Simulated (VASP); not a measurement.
# Mo (R-3m) in VASP: further runs, part 2 of 2

VASP 6.6.1. The steps go on from the part before.

## 6. Single point, PBE

This run uses another cell than the first one: it holds 2 atoms, not 1.

Contents of INCAR:

```
ALGO = Normal
EDIFF = 1E-6
ENCUT = 500
GGA = PE
GGA_COMPAT = False
ISIF = 2
ISMEAR = 0
LASPH = True
LCHARG = False
LREAL = False
LWAVE = False
NBANDS = 21
NELM = 120
PREC = Accurate
SIGMA = 0.1
```

Contents of KPOINTS:

```
k-points
0
Gamma
  6 6 6
```

Contents of POSCAR:

```
Mo
1.0
    1.7293115122      0.9984184671      3.2068008670
   -1.7293115122      0.9984184671      3.2068008670
    0.0000000000     -1.9968369342      3.2068008670
Mo
2
Direct
    0.2275400000      0.2275400000      0.2275400000
    0.7724600000      0.7724600000      0.7724600000
```

Potentials or basis: VASP PAW PBE potentials, release 64 (Mo_sv).

Started as:

```
$ cat potpaw_PBE.64/Mo_sv/POTCAR > POTCAR
$ mpirun -np 1 vasp_std > vasp.out
```

OUTCAR:

```text
EDIFF = 1E-6
   ENCUT = 500
   GGA = PE
   ISIF = 2
   ISMEAR = 0
   LASPH = True
   LREAL = False
   NELM = 120
   PREC = Accurate

 ion  position               nearest neighbor table
   1  0.228  0.228  0.228-   2 2.31   2 2.31   2 2.31   2 2.85   2 2.85   2 2.85
   2  0.772  0.772  0.772-   1 2.31   1 2.31   1 2.31   1 2.85   1 2.85   1 2.85

  LATTYP: Found a trigonal (rhomboedric) cell.
 ALAT       =     3.7776883861
 COS(alpha) =     0.5808936906

  Lattice vectors:

 A1 = (   1.7293115122,   0.9984184671,   3.2068008670)
 A2 = (  -1.7293115122,   0.9984184671,   3.2068008670)
 A3 = (   0.0000000000,  -1.9968369342,   3.2068008670)

Analysis of symmetry for initial positions (statically):
=====================================================================
 Subroutine PRICEL returns:
 Original cell was already a primitive cell.

 Routine SETGRP: Setting up the symmetry group for a
 trigonal (rhombohedral) supercell.

 Subroutine GETGRP returns: Found 12 space group operations
 (whereof 12 operations were pure point group operations)
 out of a pool of 12 trial point group operations.

The static configuration has the point symmetry D_3d.

Analysis of symmetry for dynamics (positions and initial velocities):
=====================================================================
 Subroutine PRICEL returns:
 Original cell was already a primitive cell.

 Routine SETGRP: Setting up the symmetry group for a
 trigonal (rhombohedral) supercell.

 Subroutine GETGRP returns: Found 12 space group operations
 (whereof 12 operations were pure point group operations)
 out of a pool of 12 trial point group operations.

The dynamic configuration has the point symmetry D_3d.

 Subroutine INISYM returns: Found 12 space group operations
 (whereof 12 operations are pure point group operations),
 and found     1 'primitive' translations

----------------------------------------------------------------------------------------

                                     Primitive cell

  volume of cell :      33.2207

  direct lattice vectors                    reciprocal lattice vectors
     1.729311512  0.998418467  3.206800867     0.289132407  0.166930673  0.103945754
    -1.729311512  0.998418467  3.206800867    -0.289132407  0.166930673  0.103945754
     0.000000000 -1.996836934  3.206800867     0.000000000 -0.333861346  0.103945754

  length of vectors
     3.777688386  3.777688386  3.777688386     0.349668583  0.349668583  0.349668583

  position of ions in fractional coordinates (direct lattice)
     0.227540000  0.227540000  0.227540000
     0.772460000  0.772460000  0.772460000

  ion indices of the primitive-cell ions
   primitive index   ion index
                 1           1
                 2           2

----------------------------------------------------------------------------------------

 KPOINTS: k-points

Automatic generation of k-mesh.
 Grid dimensions read from file:
 generate k-points for:    6    6    6

 Generating k-lattice:

  Cartesian coordinates                     Fractional coordinates (reciprocal lattice)
     0.048188735  0.027821779  0.017324292     0.166666667 -0.000000000 -0.000000000
    -0.048188735  0.027821779  0.017324292    -0.000000000  0.166666667 -0.000000000
     0.000000000 -0.055643558  0.017324292    -0.000000000 -0.000000000  0.166666667

  Length of vectors
     0.058278097  0.058278097  0.058278097

  Shift w.r.t. Gamma in fractional coordinates (k-lattice)
     0.000000000  0.000000000  0.000000000

 Subroutine IBZKPT returns following result:
 ===========================================

 Found     32 irreducible k-points:

 Following reciprocal coordinates:
            Coordinates               Weight
  0.000000  0.000000  0.000000      1.000000
  0.166667  0.000000  0.000000      6.000000
  0.333333 -0.000000 -0.000000      6.000000
  0.500000  0.000000  0.000000      3.000000
  0.166667  0.166667 -0.000000      6.000000
  0.333333  0.166667  0.000000     12.000000
[... 16 lines left out ...]
  0.500000  0.500000  0.166667      6.000000
 -0.333333  0.500000  0.166667     12.000000
 [... further k-points ...]
   k-points           NKPTS =     32   k-points in BZ     NKDIM =     32   number of bands    NBANDS=     21
   number of dos      NEDOS =    301   number of ions     NIONS =      2
   total plane-waves  NPLWV =  21952
   dimension x,y,z NGX =    28 NGY =   28 NGZ =   28
   dimension x,y,z NGXF=    56 NGYF=   56 NGZF=   56
   ions per type =               2
   NGX,Y,Z   is equivalent  to a cutoff of  12.32, 12.32, 12.32 a.u.
   NGXF,Y,Z  is equivalent  to a cutoff of  24.64, 24.64, 24.64 a.u.
 SYSTEM =  unknown system
   PREC   = accura    normal or accurate (medium, high low for compatibility)
   ISTART =      0    job   : 0-new  1-cont  2-samecut
   ICHARG =      2    charge: 1-file 2-atom 10-const
   ISPIN  =      1    spin polarized calculation?
   LNONCOLLINEAR =      F non collinear calculations
   LSORBIT =      F    spin-orbit coupling
   LASPH  =      T    aspherical Exc in radial PAW
   ENCUT  =  500.0 eV  36.75 Ry    6.06 a.u.   6.89  6.89  6.89*2*pi/ulx,y,z
   NELM   =    120;   NELMIN=  2; NELMDL= -5     # of ELM steps
   EDIFF  = 0.1E-05   stopping-criterion for ELM
   LREAL  =      F    real-space projection
   EDIFFG = 0.1E-04   stopping-criterion for IOM
   NSW    =      0    number of steps for IOM
   IBRION =     -1    ionic relax: 0-MD 1-quasi-New 2-CG
   NFREE  =      0    steps in history (QN), initial steepest desc. (CG)
   ISIF   =      2    stress and relaxation
   ISYM   =      2    0-nonsym 1-usesym 2-fastsym
   POTIM  = 0.5000    time-step for ionic-motion
   TEBEG  =    0.0;   TEEND  =   0.0 temperature during run
   PSTRESS=    0.0 pullay stress
   NELECT =      28.0000    total number of electrons
   NUPDOWN=      -1.0000    fix difference up-down
   EMIN   =  10.00;   EMAX   =-10.00  energy-range for DOS
   EFERMI =   0.00;   METHOD = LEGACY
   ISMEAR =     0;   SIGMA  =   0.10  broadening in eV -4-tet -1-fermi 0-gaus
   EFERMI_NEDOS =   21; number of points for ismear=-14 and -15
   IALGO  =     38    algorithm
   IMIX   =      4    mixing-type and parameters
     AMIX     =   0.40;   BMIX     =  1.00
     AMIX_MAG =   1.60;   BMIX_MAG =  1.00
  volume/ion in A,a.u.               =      16.61       112.09
  Fermi-wavevector in a.u.,A,eV,Ry     =   1.546409  2.922290 32.536728  2.391382
  Thomas-Fermi vector in A             =   2.651650
   LORBIT       =      0    0 simple, 1 ext, 2 COOP (PROOUT), +10 PAW based schemes
   GGA     = PE    functional components
   LHFCALC =     F    Hartree Fock is set to
   AEXX    =    0.0000 exact exchange contribution
   IVDW    =     0    specifies the selected vdW correction
   LEPSILON=     F    determine dielectric tensor
   LRPA    =     F    only Hartree local field effects (RPA)
 non-spin polarized calculation
 Gauss-broadening in eV      SIGMA  =   0.10
  energy-cutoff  :      500.00
  volume of cell :       33.22
 maximum number of plane-waves:       858
   NGX = 13   NGY = 13   NGZ = 13

 number of electron      28.0000002 magnetization

 Free energy of the ion-electron system (eV)
  ---------------------------------------------------
  ext. energy  EPLUGINS =         0.00000000
  ---------------------------------------------------
  free energy    TOTEN  =       -18.75765099 eV

  energy without entropy =      -18.74952854  energy(sigma->0) =      -18.75358976

 E-fermi :  11.5819     XC(G=0): -12.8089

 val. band max:       11.5542537320   @ k =  -0.1667   0.5000   0.1667
 cond. band min:      11.5978539818   @ k =  -0.3333   0.1667   0.0000
 fundamental gap:      0.0436002498
 Fermi energy:        11.5818982102

 k-point     1 :       0.0000    0.0000    0.0000
  band No.  band energies     occupation
      1     -49.6211      2.00000
      2     -48.5658      2.00000
      3     -24.1121      2.00000
      4     -24.1121      2.00000
      5     -23.8702      2.00000
      6     -22.6579      2.00000
[... 13 lines left out ...]
     20      20.7272      0.00000
     21      24.8491      0.00000

 k-point     2 :       0.1667    0.0000    0.0000
  band No.  band energies     occupation
      1     -49.5561      2.00000
      2     -48.6310      2.00000
      3     -24.1469      2.00000
      4     -24.1342      2.00000
      5     -23.8714      2.00000
      6     -22.6626      2.00000
[... 520 lines left out ...]
 k-point    24 :      -0.3333    0.5000    0.1667
  band No.  band energies     occupation
      1     -49.2419      2.00000
      2     -48.9392      2.00000
      3     -24.5629      2.00000
      4     -24.4161      2.00000
      5     -24.0580      2.00000
      6     -22.5397      2.00000
[... 13 lines left out ...]
     20      17.6199      0.00000
     21      19.9493      0.00000

 [... further k-points ...]
[... 5 lines left out ...]
  --------------------------------------------------------------------------------------
  -------------------------------------------------------------------------------------
  Total        5.2748918      5.2748918      7.3187977      0.0000000      0.0000000     -0.0000000
  in kB      254.3987990    254.3987990    352.9728017      0.0000000      0.0000000     -0.0000000
  external PRESSURE =     287.2567999 kB  Pullay stress =       0.0000000 kB

 VOLUME and BASIS-vectors are now :
 -----------------------------------------------------------------------------
  energy-cutoff  :      500.00
  volume of cell :       33.22
      direct lattice vectors                 reciprocal lattice vectors
     1.729311512  0.998418467  3.206800867     0.289132407  0.166930673  0.103945754
    -1.729311512  0.998418467  3.206800867    -0.289132407  0.166930673  0.103945754
     0.000000000 -1.996836934  3.206800867     0.000000000 -0.333861346  0.103945754

 POSITION                                       TOTAL-FORCE (eV/Angst)
 -----------------------------------------------------------------------------------
      0.00000      0.00000      2.18903         0.000000     -0.000000      5.363142
      0.00000      0.00000      7.43138         0.000000      0.000000     -5.363142
 -----------------------------------------------------------------------------------
    total drift:                               -0.000000      0.000000     -0.000000

  FREE ENERGIE OF THE ION-ELECTRON SYSTEM (eV)
  ---------------------------------------------------
  free  energy   TOTEN  =       -18.7576509924 eV

  energy  without entropy=      -18.7495285357  energy(sigma->0) =      -18.75358976
```

stdout:

```text
POSCAR found type information on POSCAR Mo
 POSCAR found :  1 types and       2 ions
 scaLAPACK will be used
 LDA part: xc-table for (Slater+PW92), standard interpolation
 POSCAR, INCAR and KPOINTS ok, starting setup
 FFT: planning ... GRIDC
 FFT: planning ... GRID_SOFT
 FFT: planning ... GRID
 WAVECAR not read
 entering main loop
```

Wall time 11 s (1 thread of Intel Xeon Platinum 8559C (Emerald Rapids), shared host); peak memory 0.15 GiB.

What came out:

```
Free energy            : -18.7577 eV
Pressure               : 28.7 GPa
Largest force          : 5.363 eV/Å
Band gap on the k mesh : zero (band 14 reaches 12.05 eV, above the bottom of band 15 at 11.27 eV)
```

Forces on the atoms (eV/Å):
```
Mo   0.000  0.000  5.363
Mo   0.000  0.000 -5.363
```

Caveat: the k points lie up to 0.37 Å⁻¹ apart; forces of over 1 eV/Å act on the atoms, so gaps and moduli don't describe the material at rest.

## 7. The runs side by side

| task | cell | k mesh | cutoff (eV) | gap on the mesh (eV) | pressure (GPa) | relaxed volume (Å³/atom) |
| --- | --- | --- | --- | --- | --- | --- |
| single point | a = 2.703 Å, angles 67.6°, 1 atom | 18 × 18 × 18 | 520 | none | 0.4 | - |
| relaxation of cell and atoms | relaxed from a = 2.700 Å, angles 67.5°, 1 atom | 18 × 18 × 18 | 600 | none | 0.0 | 16.24 |
| relaxation of cell and atoms | relaxed from a = 2.700 Å, angles 67.5°, 1 atom | 24 × 24 × 24 | 600 | none | 0.0 | 16.24 |
| single point | a = 4.490 Å, angles 39.1°, 2 atoms | 6 × 6 × 6 | 500 | none | 0.5 | - |
| single point | a = 3.778 Å, angles 54.5°, 2 atoms | 6 × 6 × 6 | 500 | none | 28.7 | - |

Alike in all rows: level PBE; potentials or basis VASP PAW PBE potentials, release 64 (Mo_sv); no spin polarisation; smearing gaussian 0.1 eV.

Caveats: some runs use coarse meshes; forces of over 1 eV/Å act on the atoms, so gaps and moduli don't describe the material at rest (some runs).

Total energies depend on the potentials used, so only differences within one code and one set of settings carry meaning.
